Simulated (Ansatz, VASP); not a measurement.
One calculation of PbSe, two programs

INCAR

```
PREC = Accurate ; ENCUT = 520
EDIFF = 1E-6 ; ISMEAR = 0
SIGMA = 0.03 ; LREAL = False
LASPH = True ; NELM = 80
ALGO = Normal ; ISIF = 2
LWAVE = False ; LCHARG = True
GGA = PE ; LELF = True
LVHAR = True ; NBANDS = 17
```

The input KPOINTS:

```
regular mesh
0
Gamma
  10 10 10
```

POSCAR

```
PbSe
1.0
    0.0000000000      3.0621500000      3.0621500000
    3.0621500000      0.0000000000      3.0621500000
    3.0621500000      3.0621500000      0.0000000000
Pb Se
1 1
Direct
    0.0000000000      0.0000000000      0.0000000000
    0.5000000000      0.5000000000      0.5000000000
```

Input for Ansatz:

```yaml
crystal:
  lattice:
    - [0.0, 3.06215, 3.06215]
    - [3.06215, 0.0, 3.06215]
    - [3.06215, 3.06215, 0.0]
  atoms:
    - { symbol: Pb, position: [0.0, 0.0, 0.0] }
    - { symbol: Se, position: [0.5, 0.5, 0.5] }
basis:
  ecutwfc: 420
kpoints:
  mp_grid: { grid: [10, 10, 10] }
hamiltonian:
  xc: pbe
scf:
  occupations: { method: gaussian, width: 0.03 }
output:
  forces: true
  stress: true
  eigenvalues: true
```

Alike in both runs: task single point; functional PBE; k mesh 10 × 10 × 10; occupations gaussian, width 0.03 eV; no spin polarisation.

```csv
,VASP,Ansatz
version,VASP 6.6.1,Ansatz 0.2.0
potentials or method,"VASP PAW PBE potentials, release 64 (Pb_d, Se), cutoff 520 eV","scalar-relativistic, plane waves, PAW"
valence electrons in the cell,20,30
```

Ansatz gave:

| Item | Value |
| --- | --- |
| gap on the k mesh at the Fermi level (eV) | 0.29 |
| least direct gap on the mesh (eV) | 0.29 |
| pressure (GPa) | 2.4 |

Which values does VASP return?

gap on the k mesh at the Fermi level (eV): 0.30; least direct gap on the mesh (eV): 0.30; pressure (GPa): 2.3.

VASP's potentials hold 20 valence electrons a cell and Ansatz's 30, so a difference there can come from the potentials and not from the codes.

Spin-orbit coupling is off throughout.
